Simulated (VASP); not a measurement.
Wanted: the native input for a VASP 6.6.1 run.

- Task: single point
- Functional: PBE
- Potentials or basis: VASP PAW PBE potentials, release 64 (Pt)
- Cutoff: 520 eV
- k mesh: 18 × 18 × 8
- Occupations: methfessel-paxton, width 0.1 eV
- Spin: no spin polarisation
- Dipole correction: no
- Further INCAR settings: ALGO = Fast; EDIFF = 1e-06; NBANDS = 22

The structure of Pt lies in POSCAR:

```
Pt
1.0
    2.8063115574      0.0000000000      0.0000000000
   -1.4031557787      2.4303370996      0.0000000000
    0.0000000000      0.0000000000      6.8789669656
Pt
3
Direct
    0.0000000000      0.0000000000      0.0000000000
    0.3333333333      0.6666666667      0.3333333333
    0.6666666667      0.3333333333      0.6666666667
```

The input as run:

INCAR

```
ALGO = Fast
EDIFF = 1E-6
ENCUT = 520
GGA = PE
ISIF = 2
ISMEAR = 1
LASPH = T
LCHARG = T
LELF = T
LREAL = F
LVHAR = T
LWAVE = F
NBANDS = 22
NELM = 80
PREC = Accurate
SIGMA = 0.1
```

KPOINTS

```
k-points
0
Gamma
  18 18 8
```

Potentials or basis: VASP PAW PBE potentials, release 64 (Pt).

Launch:

```bash
$ cat potpaw_PBE.64/Pt/POTCAR > POTCAR
$ mpirun -np 1 vasp_std > vasp.out
```

Results of the run:

```
Pressure               : -0.5 GPa
Band gap on the k mesh : zero (bands 15 and 16 overlap by 1.82 eV)
```

Caveat: spin-orbit coupling is left out, which moves the levels of the heavy elements.

Run time: 100 s on 1 thread of Intel(R) Xeon(R) 6975P-C (Granite Rapids), with other jobs on the host, peak memory 0.33 GiB.
